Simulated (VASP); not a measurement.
# Pd (Pm-3m) in VASP: further runs

Pd is run at these levels: revPBE; tasks: single point.

All numbers are computed with VASP 6.6.1; they aren't measurements. Logs are shortened: lines on timing, memory, paths and dates and some standing lists are left out, and cuts for length are marked.

## 1. The cell of the first run

Symmetry: Pm-3m, No. 221, cubic system. The conventional cell has a = 2.526 Å, b = 2.526 Å, c = 2.526 Å, α = 90.00°, β = 90.00°, γ = 90.00°. Within 3.3 Å of Pd (site symmetry m-3m) lie 6 Pd at 2.53 Å.

## 2. Single point, revPBE, collinear spin, ferromagnetic start (volume scaled by 0.88)

INCAR reads:

```
PREC = Accurate
ENCUT = 520
EDIFF = 1E-6
ISMEAR = -1
SIGMA = 0.05
LREAL = F
LASPH = T
NELM = 150
ALGO = Normal
ISIF = 2
LWAVE = F
LCHARG = F
ISPIN = 2
MAGMOM = 0.5
LORBIT = 11
LMAXMIX = 4
GGA = RE
NBANDS = 15
```

KPOINTS reads:

```
Automatic mesh
0
Gamma
  13 13 13
```

POSCAR reads:

```
Pd
1.0
    2.5255611449      0.0000000000      0.0000000000
    0.0000000000      2.5255611449      0.0000000000
    0.0000000000      0.0000000000      2.5255611449
Pd
1
Direct
    0.0000000000      0.0000000000      0.0000000000
```

Potentials or basis: VASP PAW PBE potentials, release 64 (Pd).

The run is started by

```console
$ cat potpaw_PBE.64/Pd/POTCAR > POTCAR
$ mpirun -np 1 vasp_std > vasp.out
```

OUTCAR:

```text
PREC = Accurate
   ENCUT = 520
   EDIFF = 1E-6
   ISMEAR = -1
   LREAL = F
   LASPH = T
   NELM = 150
   ISIF = 2
   ISPIN = 2
   LORBIT = 11
   GGA = RE

 ion  position               nearest neighbor table
   1  0.000  0.000  0.000-

  LATTYP: Found a simple cubic cell.
 ALAT       =     2.5255611449

  Lattice vectors:

 A1 = (   2.5255611449,   0.0000000000,   0.0000000000)
 A2 = (   0.0000000000,   2.5255611449,   0.0000000000)
 A3 = (   0.0000000000,   0.0000000000,   2.5255611449)

Analysis of symmetry for initial positions (statically):
=====================================================================
 Subroutine PRICEL returns:
 Original cell was already a primitive cell.

 Routine SETGRP: Setting up the symmetry group for a
 simple cubic supercell.

 Subroutine GETGRP returns: Found 48 space group operations
 (whereof 48 operations were pure point group operations)
 out of a pool of 48 trial point group operations.

The static configuration has the point symmetry O_h .

Analysis of symmetry for dynamics (positions and initial velocities):
=====================================================================
 Subroutine PRICEL returns:
 Original cell was already a primitive cell.

 Routine SETGRP: Setting up the symmetry group for a
 simple cubic supercell.

 Subroutine GETGRP returns: Found 48 space group operations
 (whereof 48 operations were pure point group operations)
 out of a pool of 48 trial point group operations.

The dynamic configuration has the point symmetry O_h .

Analysis of structural, dynamic, and magnetic symmetry:
=====================================================================
 Subroutine PRICEL returns:
 Original cell was already a primitive cell.

 Routine SETGRP: Setting up the symmetry group for a
 simple cubic supercell.

 Subroutine GETGRP returns: Found 48 space group operations
 (whereof 48 operations were pure point group operations)
 out of a pool of 48 trial point group operations.

The overall configuration has the point symmetry O_h .

 Subroutine INISYM returns: Found 48 space group operations
 (whereof 48 operations are pure point group operations),
 and found     1 'primitive' translations

----------------------------------------------------------------------------------------

                                     Primitive cell

  volume of cell :      16.1092

  direct lattice vectors                    reciprocal lattice vectors
     2.525561145  0.000000000  0.000000000     0.395951609  0.000000000  0.000000000
     0.000000000  2.525561145  0.000000000     0.000000000  0.395951609  0.000000000
     0.000000000  0.000000000  2.525561145     0.000000000  0.000000000  0.395951609

  length of vectors
     2.525561145  2.525561145  2.525561145     0.395951609  0.395951609  0.395951609

  position of ions in fractional coordinates (direct lattice)
     0.000000000  0.000000000  0.000000000

  ion indices of the primitive-cell ions
   primitive index   ion index
                 1           1

----------------------------------------------------------------------------------------

 KPOINTS: Automatic mesh

Automatic generation of k-mesh.
 Grid dimensions read from file:
 generate k-points for:   13   13   13

 Generating k-lattice:

  Cartesian coordinates                     Fractional coordinates (reciprocal lattice)
     0.030457816  0.000000000  0.000000000     0.076923077  0.000000000  0.000000000
     0.000000000  0.030457816  0.000000000     0.000000000  0.076923077  0.000000000
     0.000000000  0.000000000  0.030457816     0.000000000  0.000000000  0.076923077

  Length of vectors
     0.030457816  0.030457816  0.030457816

  Shift w.r.t. Gamma in fractional coordinates (k-lattice)
     0.000000000  0.000000000  0.000000000

 Subroutine IBZKPT returns following result:
 ===========================================

 Found     84 irreducible k-points:

 Following reciprocal coordinates:
            Coordinates               Weight
  0.000000  0.000000  0.000000      1.000000
  0.076923  0.000000  0.000000      6.000000
  0.153846  0.000000  0.000000      6.000000
  0.230769  0.000000  0.000000      6.000000
  0.307692  0.000000  0.000000      6.000000
  0.384615  0.000000  0.000000      6.000000
[... 16 lines left out ...]
  0.307692  0.307692  0.000000     12.000000
  0.384615  0.307692  0.000000     24.000000
 [... further k-points ...]
   k-points           NKPTS =     84   k-points in BZ     NKDIM =     84   number of bands    NBANDS=     15
   number of dos      NEDOS =    301   number of ions     NIONS =      1
   total plane-waves  NPLWV =   8000
   dimension x,y,z NGX =    20 NGY =   20 NGZ =   20
   dimension x,y,z NGXF=    40 NGYF=   40 NGZF=   40
   ions per type =               1
   NGX,Y,Z   is equivalent  to a cutoff of  13.17, 13.17, 13.17 a.u.
   NGXF,Y,Z  is equivalent  to a cutoff of  26.33, 26.33, 26.33 a.u.
 SYSTEM =  unknown system
   PREC   = accura    normal or accurate (medium, high low for compatibility)
   ISTART =      0    job   : 0-new  1-cont  2-samecut
   ICHARG =      2    charge: 1-file 2-atom 10-const
   ISPIN  =      2    spin polarized calculation?
   LNONCOLLINEAR =      F non collinear calculations
   LSORBIT =      F    spin-orbit coupling
   LASPH  =      T    aspherical Exc in radial PAW
   ENCUT  =  520.0 eV  38.22 Ry    6.18 a.u.   4.70  4.70  4.70*2*pi/ulx,y,z
   NELM   =    150;   NELMIN=  2; NELMDL= -5     # of ELM steps
   EDIFF  = 0.1E-05   stopping-criterion for ELM
   LREAL  =      F    real-space projection
   EDIFFG = 0.1E-04   stopping-criterion for IOM
   NSW    =      0    number of steps for IOM
   IBRION =     -1    ionic relax: 0-MD 1-quasi-New 2-CG
   NFREE  =      0    steps in history (QN), initial steepest desc. (CG)
   ISIF   =      2    stress and relaxation
   ISYM   =      2    0-nonsym 1-usesym 2-fastsym
   POTIM  = 0.5000    time-step for ionic-motion
   TEBEG  =    0.0;   TEEND  =   0.0 temperature during run
   PSTRESS=    0.0 pullay stress
   NELECT =      10.0000    total number of electrons
   NUPDOWN=      -1.0000    fix difference up-down
   EMIN   =  10.00;   EMAX   =-10.00  energy-range for DOS
   EFERMI =   0.00;   METHOD = LEGACY
   ISMEAR =    -1;   SIGMA  =   0.05  broadening in eV -4-tet -1-fermi 0-gaus
   EFERMI_NEDOS =   21; number of points for ismear=-14 and -15
   IALGO  =     38    algorithm
   IMIX   =      4    mixing-type and parameters
     AMIX     =   0.40;   BMIX     =  1.00
     AMIX_MAG =   1.60;   BMIX_MAG =  1.00
  volume/ion in A,a.u.               =      16.11       108.71
  Fermi-wavevector in a.u.,A,eV,Ry     =   1.396530  2.639059 26.535389  1.950296
  Thomas-Fermi vector in A             =   2.519875
   LORBIT       =     11    0 simple, 1 ext, 2 COOP (PROOUT), +10 PAW based schemes
   GGA     = RE    functional components
   LHFCALC =     F    Hartree Fock is set to
   AEXX    =    0.0000 exact exchange contribution
   IVDW    =     0    specifies the selected vdW correction
   LEPSILON=     F    determine dielectric tensor
   LRPA    =     F    only Hartree local field effects (RPA)
 spin polarized calculation
  energy-cutoff  :      520.00
  volume of cell :       16.11
 maximum number of plane-waves:       461
 NGX is ok and might be reduce to    20
   NGX =  9   NGY =  9   NGZ =  9

 number of electron      10.0000000 magnetization       0.5000000

 number of electron       9.9999996 magnetization      -0.0030925

 number of electron       9.9999996 magnetization       0.0002152

 Free energy of the ion-electron system (eV)
  ---------------------------------------------------
  ext. energy  EPLUGINS =         0.00000000
  ---------------------------------------------------
  free energy    TOTEN  =        -4.16583771 eV

  energy without entropy =       -4.15559150  energy(sigma->0) =       -4.16071460

 E-fermi :   8.7590     XC(G=0): -12.4261

 val. band max:        8.7311171542   @ k =   0.2308   0.0769   0.0000
 cond. band min:       8.7689722767   @ k =   0.0000   0.0000   0.0000
 fundamental gap:      0.0378551225
 Fermi energy:         8.7590497489

 spin component 1

 k-point     1 :       0.0000    0.0000    0.0000
  band No.  band energies     occupation
      1       2.1548      1.00000
      2       3.5687      1.00000
      3       3.5687      1.00000
      4       8.7690      0.45055
      5       8.7690      0.45055
      6       8.7690      0.45055
      7      25.9628      0.00000
      8      25.9628      0.00000
      9      25.9628      0.00000
     10      32.8257      0.00000
     11      32.8257      0.00000
     12      32.9796      0.00000
     13      35.4734      0.00000
     14      39.6298      0.00000
     15      39.6298      0.00000
[... 397 lines left out ...]
 k-point    24 :       0.3846    0.3077    0.0000
  band No.  band energies     occupation
      1       4.2214      1.00000
      2       4.5718      1.00000
      3       7.3746      1.00000
      4       7.4320      1.00000
      5       7.7525      1.00000
      6      10.4663      0.00000
      7      16.8719      0.00000
      8      22.3257      0.00000
      9      26.8995      0.00000
     10      31.7678      0.00000
     11      34.2632      0.00000
     12      35.2846      0.00000
     13      35.3184      0.00000
     14      38.5626      0.00000
     15      41.5590      0.00000

 [... further k-points ...]

 spin component 2

 k-point     1 :       0.0000    0.0000    0.0000
  band No.  band energies     occupation
      1       2.1548      1.00000
      2       3.5687      1.00000
      3       3.5687      1.00000
      4       8.7694      0.44828
      5       8.7694      0.44828
      6       8.7694      0.44828
      7      25.9629      0.00000
      8      25.9629      0.00000
      9      25.9629      0.00000
     10      32.8256      0.00000
     11      32.8256      0.00000
     12      32.9791      0.00000
     13      35.4735      0.00000
     14      39.6299      0.00000
     15      39.6299      0.00000
[... 397 lines left out ...]
 k-point    24 :       0.3846    0.3077    0.0000
  band No.  band energies     occupation
      1       4.2216      1.00000
      2       4.5718      1.00000
      3       7.3750      1.00000
      4       7.4321      1.00000
      5       7.7530      1.00000
      6      10.4663      0.00000
      7      16.8719      0.00000
      8      22.3256      0.00000
      9      26.8995      0.00000
     10      31.7676      0.00000
     11      34.2633      0.00000
     12      35.2845      0.00000
     13      35.3185      0.00000
     14      38.5628      0.00000
     15      41.5588      0.00000

 [... further k-points ...]

------------------------ aborting loop because EDIFF is reached ----------------------------------------

  FORCE on cell =-STRESS in cart. coord.  units (eV):
  Direction    XX          YY          ZZ          XY          YZ          ZX
  --------------------------------------------------------------------------------------
  -------------------------------------------------------------------------------------
  Total        1.8990654      1.8990654      1.8990654      0.0000000     -0.0000000      0.0000000
  in kB      188.8760292    188.8760292    188.8760292      0.0000000     -0.0000000      0.0000000
  external PRESSURE =     188.8760292 kB  Pullay stress =       0.0000000 kB

 VOLUME and BASIS-vectors are now :
 -----------------------------------------------------------------------------
  energy-cutoff  :      520.00
  volume of cell :       16.11
      direct lattice vectors                 reciprocal lattice vectors
     2.525561145  0.000000000  0.000000000     0.395951609  0.000000000  0.000000000
     0.000000000  2.525561145  0.000000000     0.000000000  0.395951609  0.000000000
     0.000000000  0.000000000  2.525561145     0.000000000  0.000000000  0.395951609

 POSITION                                       TOTAL-FORCE (eV/Angst)
 -----------------------------------------------------------------------------------
      0.00000      0.00000      0.00000         0.000000      0.000000      0.000000
 -----------------------------------------------------------------------------------
    total drift:                               -0.000000      0.000000     -0.000000

  FREE ENERGIE OF THE ION-ELECTRON SYSTEM (eV)
  ---------------------------------------------------
  free  energy   TOTEN  =        -4.1658377090 eV

  energy  without entropy=       -4.1555914992  energy(sigma->0) =       -4.16071460

 total charge

# of ion       s       p       d       tot
------------------------------------------
    1        0.542   0.411   8.580   9.533

 magnetization (x)

# of ion       s       p       d       tot
------------------------------------------
    1        0.000  -0.000   0.000   0.000
```

It took 68 s on 1 thread of AMD EPYC 7R13, shared host; peak memory 0.12 GiB.

Results:

```
Free energy                                           : -4.1658 eV
Pressure                                              : 18.9 GPa
Band gap on the k mesh                                : zero (filled and empty bands overlap)
Net moment                                            : 0.00 μB per cell
Valence electrons inside the program's atomic spheres : Pd 9.53
```

Levels at points of the mesh, in eV from the Fermi level:
Spin up:
| k point | band 2 | band 3 | band 4 | band 5 | band 6 | band 7 | band 8 | band 9 |
| --- | --- | --- | --- | --- | --- | --- | --- | --- |
| (0.00, 0.00, 0.00) | -5.19 | -5.19 | 0.01 | 0.01 | 0.01 | 17.20 | 17.20 | 17.20 |
Spin down:
```
           k point  band 1  band 2  band 3  band 4  band 5  band 6  band 7  band 8  band 9  band 10
(0.00, 0.00, 0.00)   -6.60   -5.19   -5.19    0.01    0.01    0.01   17.20   17.20   17.20    24.07
```

Caveat: the PAW data sets were made with another functional, which shifts forces and pressure a little.

(Part 1 of 2 ends here.)
